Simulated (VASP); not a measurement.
**CaO: single point with r2SCAN**

The system is CaO.

```xyz
2
Lattice="0.0000 2.3976 2.3976 2.5409 0.0000 2.3976 2.5409 2.3976 0.0000" Properties=species:S:1:pos:R:3 pbc="T T T"
Ca    0.0000    0.0000    0.0000
O     2.5409    2.3976    2.3976
```

This cell differs from its parent crystal: uniaxial x strain +6.0%.

```json
{
  "Program": "VASP 6.6.1",
  "Task": "single point",
  "Functional": "r2SCAN",
  "Potentials or basis": "VASP PAW PBE potentials, release 64 (Ca_sv, O)",
  "Cutoff": "520 eV",
  "k mesh": "10 × 10 × 10",
  "Occupations": "gaussian, width 0.01 eV",
  "Spin": "no spin polarisation",
  "Dipole correction": "no",
  "Further INCAR settings": "ALGO = Normal; EDIFF = 1e-06; NBANDS = 15"
}
```

- Pressure: -4.5 GPa
- Band gap on the k mesh: 4.12 eV, indirect (least direct gap 4.54 eV)

Stress tensor (GPa, compression positive):
```
-9.09  0.00  0.00
 0.00 -2.13  0.00
 0.00  0.00 -2.13
```

Levels at points of the mesh, in eV from the valence-band top:
```
           k point  band 5  band 6  band 7  band 8  band 9  band 10  band 11  band 12
(0.00, 0.00, 0.00)  -16.42   -0.10    0.00    0.00    4.87     6.46     6.83     6.83
(0.50, 0.00, 0.00)  -15.32   -2.53   -1.15   -1.15    7.41     8.73     8.75     8.79
(0.50, 0.50, 0.00)  -16.20   -1.24   -0.50   -0.42    4.12     8.31     9.38     9.64
(0.00, 0.50, 0.50)  -16.21   -1.53   -0.33   -0.33    4.29     8.35     9.34     9.83
```

It took 110 s on 1 thread of AMD EPYC 9R45 96-Core Processor (Zen 5), with other jobs on the host, peak memory 0.16 GiB.

Caveat: the cell differs from its parent crystal (uniaxial x strain +6.0%); the PAW data sets were made with another functional, which shifts forces and pressure a little. A k mesh can miss the band edges.
